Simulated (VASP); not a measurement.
**In3Sb: single point with BLYP**

Crystal: In3Sb.

```
In Sb
1.0
     4.83696    0.00000    0.00000
     0.00000    4.83696    0.00000
     0.00000    0.00000    4.83696
In Sb
3 1
Direct
  0.50000 0.50000 0.00000
  0.50000 0.00000 0.50000
  0.00000 0.50000 0.50000
  0.00000 0.00000 0.00000
```

- Program: VASP 6.6.1
- Task: single point
- Functional: BLYP
- Potentials or basis: VASP PAW PBE potentials, release 64 (In_d, Sb)
- Cutoff: 520 eV
- k mesh: 4 × 4 × 4
- Occupations: fermi-dirac, width 0.1 eV
- Spin: no spin polarisation
- Dipole correction: no
- Further INCAR settings: ALGO = Normal; EDIFF = 1e-06; NBANDS = 30

```
Pressure               : 3.8 GPa
Band gap on the k mesh : zero (bands 22 and 23 overlap by 3.22 eV)
```

Levels at points of the mesh, in eV from the Fermi level:
```
           k point  band 20  band 21  band 22  band 23  band 24  band 25
(0.00, 0.00, 0.00)    -2.84    -2.61    -2.61     2.11     2.11     2.11
(0.50, 0.00, 0.00)    -1.57    -1.57    -0.24    -0.24     0.15     1.18
(0.50, 0.50, 0.00)    -0.64    -0.11     0.11     0.11     1.18     1.52
(0.50, 0.50, 0.50)    -3.89    -3.89    -3.89    -3.11     5.03     5.03
```

It took 36 s on 1 thread of Intel(R) Xeon(R) Platinum 8375C CPU @ 2.90GHz (Ice Lake) (shared host), peak memory 0.21 GiB.

Caveat: the cell stands under pressure; the PAW data sets were made with another functional, which shifts forces and pressure a little; spin-orbit coupling is left out, which moves the levels of the heavy elements.
